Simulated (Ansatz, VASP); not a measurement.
## Two plane-wave programs on CdSe

The input INCAR:

```
PREC = Accurate
ENCUT = 600
EDIFF = 1E-6
ISMEAR = 0
SIGMA = 0.01
LREAL = F
LASPH = T
NELM = 60
ALGO = Normal
ISIF = 3
LWAVE = F
LCHARG = F
GGA = PE
IBRION = 2
NSW = 100
EDIFFG = -0.01
```

Contents of KPOINTS:

```
regular mesh
0
Gamma
  6 6 8
```

File POSCAR:

```
CdSe
1.0
    6.0913398676      0.0000000000      0.0000000000
   -3.0456699338      5.2752550684      0.0000000000
    0.0000000000      0.0000000000      4.8043788669
Cd Se
1 1
Direct
    0.0000000000      0.0000000000      0.5000000000
    0.0000000000      0.0000000000      0.0000000000
```

Input for Ansatz:

```yaml
crystal:
  lattice:
    - [6.0913398676, 0.0, 0.0]
    - [-3.0456699338, 5.2752550684, 0.0]
    - [0.0, 0.0, 4.8043788669]
  atoms:
    - { symbol: Cd, position: [0.0, 0.0, 0.5] }
    - { symbol: Se, position: [0.0, 0.0, 0.0] }
basis:
  ecutwfc: 420
kpoints:
  mp_grid: { grid: [6, 6, 8] }
hamiltonian:
  xc: pbe
scf:
  occupations: { method: gaussian, width: 0.01 }
output:
  forces: true
  stress: true
  eigenvalues: true
  write_density: true
  write_potential: true
  elf: true
  volumetric_format: npy
relax:
  adjacent_minimum: "off"
  f_tol: 0.01
  max_steps: 80
  cell: { stress_tol: 0.05 }
```

Alike in both runs: task relaxation of cell and atoms; functional PBE; k mesh 6 × 6 × 8; occupations gaussian, width 0.01 eV; no spin polarisation.

|  | VASP | Ansatz |
| --- | --- | --- |
| version | VASP 6.6.1 | Ansatz 0.2.0 |
| potentials or method | VASP PAW PBE potentials, release 64 (Cd, Se), cutoff 600 eV | scalar-relativistic, plane waves, PAW |
| valence electrons in the cell | 18 | 36 |

```tsv
	VASP	Ansatz	Ansatz less VASP
gap on the k mesh at the Fermi level, each at its own relaxed structure (eV)	0.06	0.22	+0.159
relaxed volume (Å³/atom)	77.41	90.83	+13.412
relaxed length of the cell vector where the two differ most in proportion (Å)	6.093	6.609	+0.5163
```

One of these differences is far larger than is usual between the two programs; its cause wasn't traced. VASP's potentials hold 18 valence electrons a cell and Ansatz's 36, so a difference there can come from the potentials and not from the codes. Ansatz's warnings: xc potential rough in thin density.
